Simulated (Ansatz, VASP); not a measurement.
## Ga3Sb: VASP beside Ansatz

INCAR

```
ALGO = Fast
EDIFF = 1E-6
ENCUT = 520
GGA = PS
ISIF = 2
ISMEAR = -1
LASPH = T
LCHARG = F
LREAL = F
LWAVE = F
NBANDS = 30
NELM = 60
PREC = Accurate
SIGMA = 0.05
```

KPOINTS

```
k-points
0
Gamma
  9 9 9
```

File POSCAR:

```
Ga3Sb
1.0
   -2.1147295119      2.1147295119      4.6633039972
    2.1147295119     -2.1147295119      4.6633039972
    2.1147295119      2.1147295119     -4.6633039972
Sb Ga
1 3
Direct
    0.0000000000      0.0000000000      0.0000000000
    0.5000000000      0.5000000000      0.0000000000
    0.2500000000      0.7500000000      0.5000000000
    0.7500000000      0.2500000000      0.5000000000
```

Contents of input.yaml:

```yaml
crystal:
  lattice:
    - [-2.1147295119, 2.1147295119, 4.6633039972]
    - [2.1147295119, -2.1147295119, 4.6633039972]
    - [2.1147295119, 2.1147295119, -4.6633039972]
  atoms:
    - { symbol: Sb, position: [0.0, 0.0, 0.0] }
    - { symbol: Ga, position: [0.5, 0.5, 0.0] }
    - { symbol: Ga, position: [0.25, 0.75, 0.5] }
    - { symbol: Ga, position: [0.75, 0.25, 0.5] }
kpoints:
  mp_grid: { grid: [9, 9, 9] }
scf:
  occupations: { method: fermi_dirac, width: 0.05 }
hamiltonian:
  xc: pbesol
  pseudopotentials: { kind: all_electron, lapw: { basis_error: 0.001 } }
output:
  forces: true
  stress: true
  eigenvalues: true
```

Change from the starting cell: volume scaled by 0.94.

Alike in both runs: task single point; functional PBEsol; k mesh 9 × 9 × 9; occupations fermi-dirac, width 0.05 eV; no spin polarisation.

|  | VASP | Ansatz |
| --- | --- | --- |
| version | VASP 6.6.1 | Ansatz 0.2.0 |
| potentials or method | VASP PAW PBE potentials, release 64 (Sb, Ga_d), cutoff 520 eV | all-electron LAPW, scalar-relativistic |

VASP gave:

| Item | Value |
| --- | --- |
| gap on the k mesh at the Fermi level (eV) | none |
| pressure (GPa) | -0.7 |
| traceless stress, the component that is largest in VASP (GPa) | 0.93 |

Problem. What did Ansatz give for the same quantities?

Solution. gap on the k mesh at the Fermi level (eV): none; pressure (GPa): -0.8; traceless stress, the component that is largest in VASP (GPa): 0.93.

VASP's potentials were made for PBE, not for PBEsol. A gap of «none» marks a metal or a gap that the smearing closes. Ansatz ran all-electron here, and VASP with PAW potentials.

Neither program's run includes spin-orbit coupling.
